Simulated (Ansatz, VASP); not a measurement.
# Ga3Sb in VASP and in Ansatz

INCAR

```
PREC = Accurate ; ENCUT = 520
EDIFF = 1E-6 ; ISMEAR = 0
SIGMA = 0.15 ; LREAL = F
LASPH = T ; NELM = 60
ALGO = Fast ; ISIF = 2
LWAVE = F ; LCHARG = T
GGA = PE ; LELF = T
LVHAR = T ; NBANDS = 30
```

The input KPOINTS:

```
regular mesh
0
Gamma
  14 14 14
```

File POSCAR:

```
Ga3Sb
1.0
   -2.2856658250      2.2856658250      4.2203249441
    2.2856658250     -2.2856658250      4.2203249441
    2.2856658250      2.2856658250     -4.2203249441
Ga Sb
3 1
Direct
    0.7500000000      0.2500000000      0.5000000000
    0.2500000000      0.7500000000      0.5000000000
    0.5000000000      0.5000000000      0.0000000000
    0.0399850728      0.0399850728      0.0000000000
```

Input for Ansatz:

```yaml
crystal:
  lattice:
    - [-2.285665825, 2.285665825, 4.2203249441]
    - [2.285665825, -2.285665825, 4.2203249441]
    - [2.285665825, 2.285665825, -4.2203249441]
  atoms:
    - { symbol: Ga, position: [0.75, 0.25, 0.5] }
    - { symbol: Ga, position: [0.25, 0.75, 0.5] }
    - { symbol: Ga, position: [0.5, 0.5, 0.0] }
    - { symbol: Sb, position: [0.0399850728, 0.0399850728, 0.0] }
basis:
  ecutwfc: 420
kpoints:
  mp_grid: { grid: [14, 14, 14] }
hamiltonian:
  xc: pbe
scf:
  occupations: { method: gaussian, width: 0.15 }
output:
  forces: true
  stress: true
  eigenvalues: true
```

Alike in both runs: task single point; functional PBE; k mesh 14 × 14 × 14; occupations gaussian, width 0.15 eV; no spin polarisation.

|  | VASP | Ansatz |
| --- | --- | --- |
| version | VASP 6.6.1 | Ansatz 0.2.0 |
| potentials or method | VASP PAW PBE potentials, release 64 (Ga_d, Sb), cutoff 520 eV | scalar-relativistic, plane waves, PAW |
| valence electrons in the cell | 44 | 54 |

|  | VASP | Ansatz | Ansatz less VASP |
| --- | --- | --- | --- |
| gap on the k mesh at the Fermi level (eV) | none | none | - |
| pressure (GPa) | 1.2 | 1.2 | -0.04 |
| traceless stress, the component that is largest in VASP (GPa) | -0.16 | -0.16 | 0.000 |
| rms of the force components (eV/Å) | 0.374 | 0.369 | -0.0053 |

Atom by atom the forces differ by 0.005 eV/Å (rms over components). A gap of «none» marks a metal or a gap that the smearing closes. The functional is the same, so the differences come from potentials, cutoffs and numerics. VASP's potentials hold 44 valence electrons a cell and Ansatz's 54, so a difference there can come from the potentials and not from the codes.

Spin-orbit coupling is off throughout.
